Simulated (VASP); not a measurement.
# I (a cell with a defect) in VASP: notebook

I (a cell with a defect) is run at these levels: PBE; tasks: single point.

Everything below comes from runs of VASP 6.6.1. Logs are shortened: lines on timing, memory, paths and dates and some standing lists are left out, and cuts for length are marked.

## Step 1: The cell of the first run

The cell holds a defect, 15 atoms: a = 8.764 Å, b = 8.764 Å, c = 9.856 Å, α = 90.00°, β = 90.00°, γ = 66.92°.

## Step 2: Single point, PBE

File INCAR:

```
SYSTEM = I
PREC = Accurate ; ENCUT = 520
EDIFF = 1E-7 ; ISMEAR = -1
SIGMA = 0.1 ; LREAL = Auto
LASPH = .TRUE. ; NELM = 60
ALGO = Normal ; ISIF = 2
LWAVE = .FALSE. ; LCHARG = .FALSE.
GGA = PE ; NBANDS = 66
```

File KPOINTS:

```
regular mesh
0
G
  2 2 2
  0 0 0
```

File POSCAR:

```
I
1.0
    7.3117060000      4.8324780000      0.0000000000
    7.3117060000     -4.8324780000      0.0000000000
    0.0000000000      0.0000000000     -9.8564430000
I
15
Direct
    0.0848705549      0.4151648677      0.8754054581
    0.1414338986      0.3587151774      0.3681568493
    0.2895882167      0.2105854773      0.6159775895
    0.0894066010      0.9162960353      0.8795500567
    0.1707916210      0.8473424506      0.3797343524
    0.4380162304      0.5586357138      0.1242831719
    0.3181009376      0.7002380109      0.6247021365
    0.5829943014      0.4106330408      0.8794107570
    0.6519459863      0.3292585369      0.3797196413
    0.9413403083      0.0612634616      0.1245067820
    0.7990311622      0.1819887256      0.6247277035
    0.5242738657      0.9757060295      1.0614391013
    0.6794962611      0.8203180093      0.3630816918
    0.9370907067      0.5628986255      0.1253002731
    0.8227734128      0.6770003746      0.6144376830
```

Potentials or basis: VASP PAW PBE potentials, release 64 (I).

The run is started by

```console
$ cat potpaw_PBE.64/I/POTCAR > POTCAR
$ mpirun -np 1 vasp_std > vasp.out
```

OUTCAR:

```text
SYSTEM = I
   PREC = Accurate
   ENCUT = 520
   EDIFF = 1E-7
   ISMEAR = -1
   LREAL = Auto
   LASPH = .TRUE.
   NELM = 60
   ISIF = 2
   GGA = PE

 ion  position               nearest neighbor table
   1  0.085  0.415  0.875-  14 2.85   3 3.23
   2  0.141  0.359  0.368-   3 2.83  14 3.10
   3  0.290  0.211  0.616-   2 2.83   1 3.23
   4  0.089  0.916  0.880-  10 2.80   7 3.31
   5  0.171  0.847  0.380-   7 2.80  10 3.31
   6  0.438  0.559  0.124-   8 2.80   9 3.31
   7  0.318  0.700  0.625-   5 2.80   4 3.31
   8  0.583  0.411  0.879-   6 2.80  11 3.31
   9  0.652  0.329  0.380-  11 2.80   6 3.31
  10  0.941  0.061  0.125-   4 2.80   5 3.31
  11  0.799  0.182  0.625-   9 2.80   8 3.31
  12  0.524  0.976  0.061-  13 3.33
  13  0.679  0.820  0.363-  15 2.84  12 3.33  14 3.42
  14  0.937  0.563  0.125-   1 2.85   2 3.10  13 3.42
  15  0.823  0.677  0.614-  13 2.84

  LATTYP: Found a base centered orthorhombic cell.
 ALAT       =     9.6649560000
 B/A-ratio  =     1.5130345136
 C/A-ratio  =     1.0198125061

  Lattice vectors:

 A1 = (  -7.3117060000,   4.8324780000,   0.0000000000)
 A2 = (   7.3117060000,   4.8324780000,   0.0000000000)
 A3 = (   0.0000000000,   0.0000000000,  -9.8564430000)

Analysis of symmetry for initial positions (statically):
=====================================================================
 Subroutine PRICEL returns:
 Original cell was already a primitive cell.

 Routine SETGRP: Setting up the symmetry group for a
 base centered orthorhombic supercell.

 Subroutine GETGRP returns: Found  1 space group operations
 (whereof  1 operations were pure point group operations)
 out of a pool of  8 trial point group operations.

The static configuration has the point symmetry C_1 .

Analysis of symmetry for dynamics (positions and initial velocities):
=====================================================================
 Subroutine PRICEL returns:
 Original cell was already a primitive cell.

 Routine SETGRP: Setting up the symmetry group for a
 base centered orthorhombic supercell.

 Subroutine GETGRP returns: Found  1 space group operations
 (whereof  1 operations were pure point group operations)
 out of a pool of  8 trial point group operations.

The dynamic configuration has the point symmetry C_1 .

 Subroutine INISYM returns: Found  1 space group operations
 (whereof  1 operations are pure point group operations),
 and found     1 'primitive' translations

----------------------------------------------------------------------------------------

                                     Primitive cell

  volume of cell :     696.5284

  direct lattice vectors                    reciprocal lattice vectors
     7.311706000  4.832478000  0.000000000     0.068383494  0.103466586  0.000000000
     7.311706000 -4.832478000  0.000000000     0.068383494 -0.103466586  0.000000000
     0.000000000  0.000000000 -9.856443000     0.000000000  0.000000000 -0.101456479

  length of vectors
     8.764353271  8.764353271  9.856443000     0.124022726  0.124022726  0.101456479

  position of ions in fractional coordinates (direct lattice)
     0.084870555  0.415164868  0.875405458
     0.141433899  0.358715177  0.368156849
     0.289588217  0.210585477  0.615977589
     0.089406601  0.916296035  0.879550057
     0.170791621  0.847342451  0.379734352
     0.438016230  0.558635714  0.124283172
     0.318100938  0.700238011  0.624702136
     0.582994301  0.410633041  0.879410757
     0.651945986  0.329258537  0.379719641
     0.941340308  0.061263462  0.124506782
     0.799031162  0.181988726  0.624727703
     0.524273866  0.975706030  0.061439101
     0.679496261  0.820318009  0.363081692
     0.937090707  0.562898625  0.125300273
     0.822773413  0.677000375  0.614437683

  ion indices of the primitive-cell ions
   primitive index   ion index
                 1           1
                 2           2
                 3           3
                 4           4
                 5           5
                 6           6
                 7           7
                 8           8
                 9           9
                10          10
                11          11
                12          12
                13          13
                14          14
                15          15

----------------------------------------------------------------------------------------

 KPOINTS: regular mesh

Automatic generation of k-mesh.
 Grid dimensions read from file:
 generate k-points for:    2    2    2

 Generating k-lattice:

  Cartesian coordinates                     Fractional coordinates (reciprocal lattice)
     0.034191747  0.051733293  0.000000000     0.500000000  0.000000000  0.000000000
     0.034191747 -0.051733293  0.000000000     0.000000000  0.500000000  0.000000000
     0.000000000  0.000000000 -0.050728239     0.000000000  0.000000000  0.500000000

  Length of vectors
     0.062011363  0.062011363  0.050728239

  Shift w.r.t. Gamma in fractional coordinates (k-lattice)
     0.000000000  0.000000000  0.000000000

 Subroutine IBZKPT returns following result:
 ===========================================

 Found      8 irreducible k-points:

 Following reciprocal coordinates:
            Coordinates               Weight
  0.000000  0.000000  0.000000      1.000000
  0.500000  0.000000  0.000000      1.000000
  0.000000  0.500000  0.000000      1.000000
  0.500000  0.500000  0.000000      1.000000
  0.000000  0.000000  0.500000      1.000000
  0.500000  0.000000  0.500000      1.000000
  0.000000  0.500000  0.500000      1.000000
  0.500000  0.500000  0.500000      1.000000
   k-points           NKPTS =      8   k-points in BZ     NKDIM =      8   number of bands    NBANDS=     66
   number of dos      NEDOS =    301   number of ions     NIONS =     15
   total plane-waves  NPLWV = 392000
   dimension x,y,z NGX =    70 NGY =   70 NGZ =   80
   dimension x,y,z NGXF=   140 NGYF=  140 NGZF=  160
   ions per type =              15
   NGX,Y,Z   is equivalent  to a cutoff of  13.28, 13.28, 13.49 a.u.
   NGXF,Y,Z  is equivalent  to a cutoff of  26.56, 26.56, 26.99 a.u.
 SYSTEM =  I
   PREC   = accura    normal or accurate (medium, high low for compatibility)
   ISTART =      0    job   : 0-new  1-cont  2-samecut
   ICHARG =      2    charge: 1-file 2-atom 10-const
   ISPIN  =      1    spin polarized calculation?
   LNONCOLLINEAR =      F non collinear calculations
   LSORBIT =      F    spin-orbit coupling
   LASPH  =      T    aspherical Exc in radial PAW
   ENCUT  =  520.0 eV  38.22 Ry    6.18 a.u.  16.30 16.30 18.33*2*pi/ulx,y,z
   NELM   =     60;   NELMIN=  2; NELMDL= -5     # of ELM steps
   EDIFF  = 0.1E-06   stopping-criterion for ELM
   LREAL  =      T    real-space projection
   EDIFFG = 0.1E-05   stopping-criterion for IOM
   NSW    =      0    number of steps for IOM
   IBRION =     -1    ionic relax: 0-MD 1-quasi-New 2-CG
   NFREE  =      0    steps in history (QN), initial steepest desc. (CG)
   ISIF   =      2    stress and relaxation
   ISYM   =      2    0-nonsym 1-usesym 2-fastsym
   POTIM  = 0.5000    time-step for ionic-motion
   TEBEG  =    0.0;   TEEND  =   0.0 temperature during run
   PSTRESS=    0.0 pullay stress
   NELECT =     105.0000    total number of electrons
   NUPDOWN=      -1.0000    fix difference up-down
   EMIN   =  10.00;   EMAX   =-10.00  energy-range for DOS
   EFERMI =   0.00;   METHOD = LEGACY
   ISMEAR =    -1;   SIGMA  =   0.10  broadening in eV -4-tet -1-fermi 0-gaus
   EFERMI_NEDOS =   21; number of points for ismear=-14 and -15
   IALGO  =     38    algorithm
   IMIX   =      4    mixing-type and parameters
     AMIX     =   0.40;   BMIX     =  1.00
     AMIX_MAG =   1.60;   BMIX_MAG =  1.00
  volume/ion in A,a.u.               =      46.44       313.36
  Fermi-wavevector in a.u.,A,eV,Ry     =   0.871281  1.646483 10.328602  0.759131
  Thomas-Fermi vector in A             =   1.990367
   LORBIT       =      0    0 simple, 1 ext, 2 COOP (PROOUT), +10 PAW based schemes
   GGA     = PE    functional components
   LHFCALC =     F    Hartree Fock is set to
   AEXX    =    0.0000 exact exchange contribution
   IVDW    =     0    specifies the selected vdW correction
   LEPSILON=     F    determine dielectric tensor
   LRPA    =     F    only Hartree local field effects (RPA)
 non-spin polarized calculation
  energy-cutoff  :      520.00
  volume of cell :      696.53
 maximum number of plane-waves:     18782
 NGX is ok and might be reduce to    70
   NGX = 33   NGY = 33   NGZ = 37

 number of electron     104.9999996 magnetization

 Free energy of the ion-electron system (eV)
  ---------------------------------------------------
  ext. energy  EPLUGINS =         0.00000000
  ---------------------------------------------------
  free energy    TOTEN  =       -21.96307443 eV

  energy without entropy =      -21.66766141  energy(sigma->0) =      -21.81536792

 E-fermi :   1.8375     XC(G=0):  -7.6227

 val. band max:        1.7621805708   @ k =   0.0000   0.0000   0.5000
 cond. band min:       2.6634874772   @ k =   0.0000   0.0000   0.0000
 fundamental gap:      0.9013069063
 Fermi energy:         1.8374740077

 k-point     1 :       0.0000    0.0000    0.0000
  band No.  band energies     occupation
      1     -11.5852      2.00000
      2     -11.2659      2.00000
      3     -11.2541      2.00000
      4     -11.0313      2.00000
      5     -10.9763      2.00000
      6     -10.7672      2.00000
[... 525 lines left out ...]
     63       8.1642      0.00000
     64       8.2377      0.00000
 [bands above 64 left out]

------------------------ aborting loop because EDIFF is reached ----------------------------------------

  FORCE on cell =-STRESS in cart. coord.  units (eV):
  Direction    XX          YY          ZZ          XY          YZ          ZX
  --------------------------------------------------------------------------------------
  -------------------------------------------------------------------------------------
  Total        3.5890835     -0.6247501     -3.8386348      0.0007207      1.5249135     -0.0007300
  in kB        8.2557271     -1.4370707     -8.8297531      0.0016578      3.5076559     -0.0016791
  external PRESSURE =      -0.6703656 kB  Pullay stress =       0.0000000 kB

 VOLUME and BASIS-vectors are now :
 -----------------------------------------------------------------------------
  energy-cutoff  :      520.00
  volume of cell :      696.53
      direct lattice vectors                 reciprocal lattice vectors
     7.311706000  4.832478000  0.000000000     0.068383494  0.103466586  0.000000000
     7.311706000 -4.832478000  0.000000000     0.068383494 -0.103466586  0.000000000
     0.000000000  0.000000000 -9.856443000     0.000000000  0.000000000 -0.101456479

 POSITION                                       TOTAL-FORCE (eV/Angst)
 -----------------------------------------------------------------------------------
      3.65611     -1.59614     -8.62838        -0.001713      0.110980      0.010017
      3.65694     -1.05001     -3.62872        -0.002781     -0.082206      0.041879
      3.65712      0.38178     -6.07135        -0.002409     -0.056290     -0.003087
      7.35340     -3.99592     -8.66923         0.013739      0.102494      0.003299
      7.44430     -3.26942     -3.74283        -0.009314     -0.097716     -0.003160
      7.28723     -0.58289     -1.22499        -0.030939      0.117628      0.008059
      7.44579     -1.84667     -6.15734        -0.001783     -0.108671      0.007942
      7.26511      0.83293     -8.66786        -0.011374      0.107488      0.004969
      7.17428      1.55938     -3.74269         0.011937     -0.091805     -0.001726
      7.33074      4.25295     -1.22719         0.031776      0.117625      0.017822
      7.17293      2.98184     -6.15759         0.005414     -0.104473      0.012131
     10.96741     -2.18154     -0.60557        -0.000174      0.205333     -0.454160
     10.96620     -0.68052     -3.57869        -0.001199     -0.144281      0.170249
     10.96748      1.80828     -1.23501        -0.001545      0.087487      0.040580
     10.96590      0.70445     -6.05617         0.000366     -0.163592      0.145185
 -----------------------------------------------------------------------------------
    total drift:                               -0.002018     -0.000635     -0.016576

  FREE ENERGIE OF THE ION-ELECTRON SYSTEM (eV)
  ---------------------------------------------------
  free  energy   TOTEN  =       -21.9630744255 eV

  energy  without entropy=      -21.6676614141  energy(sigma->0) =      -21.81536792
```

It took 7.5 min on 1 thread of Intel Xeon 6975P-C (Granite Rapids), shared host; peak memory 0.82 GiB.

What came out:

| Property | Result |
| --- | --- |
| Free energy | -21.9631 eV |
| Pressure | -0.1 GPa |
| Largest force | 0.498 eV/Å |
| Band gap on the k mesh | zero (an odd number of electrons rules out a gap without spin polarisation) |

Forces in eV/Å, atoms in the order of the input:
```
I   -0.002  0.111  0.010
I   -0.003 -0.082  0.042
I   -0.002 -0.056 -0.003
I    0.014  0.102  0.003
I   -0.009 -0.098 -0.003
I   -0.031  0.118  0.008
I   -0.002 -0.109  0.008
I   -0.011  0.107  0.005
I    0.012 -0.092 -0.002
I    0.032  0.118  0.018
I    0.005 -0.104  0.012
I    0.000  0.205 -0.454
I   -0.001 -0.144  0.170
I   -0.002  0.087  0.041
I    0.000 -0.164  0.145
```

Stress tensor (GPa, compression positive):
```
 0.83  0.00  0.00
 0.00 -0.14  0.35
 0.00  0.35 -0.88
```

Levels at points of the mesh, in eV from the Fermi level:
```tsv
k point	band 51	band 52	band 53	band 54	band 55	band 56
(0.00, 0.00, 0.00)	-0.24	-0.22	-0.09	0.83	1.32	1.55
(0.50, 0.00, 0.00)	-0.26	-0.23	-0.16	1.10	1.11	1.21
(0.00, 0.50, 0.00)	-0.26	-0.24	-0.16	1.10	1.11	1.21
(0.50, 0.50, 0.00)	-0.28	-0.20	-0.08	0.85	1.32	1.59
(0.00, 0.00, 0.50)	-0.23	-0.11	-0.08	1.04	1.06	1.23
(0.50, 0.00, 0.50)	-0.31	-0.18	-0.12	1.36	1.37	1.38
(0.00, 0.50, 0.50)	-0.31	-0.18	-0.12	1.36	1.37	1.38
(0.50, 0.50, 0.50)	-0.30	-0.19	-0.16	1.12	1.13	1.24
```

Caveat: the k points lie up to 0.39 Å⁻¹ apart, too coarse for converged energies and pressures of a metal; spin-orbit coupling is left out, which moves the levels of the heavy elements; an odd number of electrons without spin polarisation forces a metal; a magnetic or distorted state may lie lower.

(Continued in part 2 of 2.)

The gap in the log of VASP goes by the Fermi energy; the results here count the filled bands.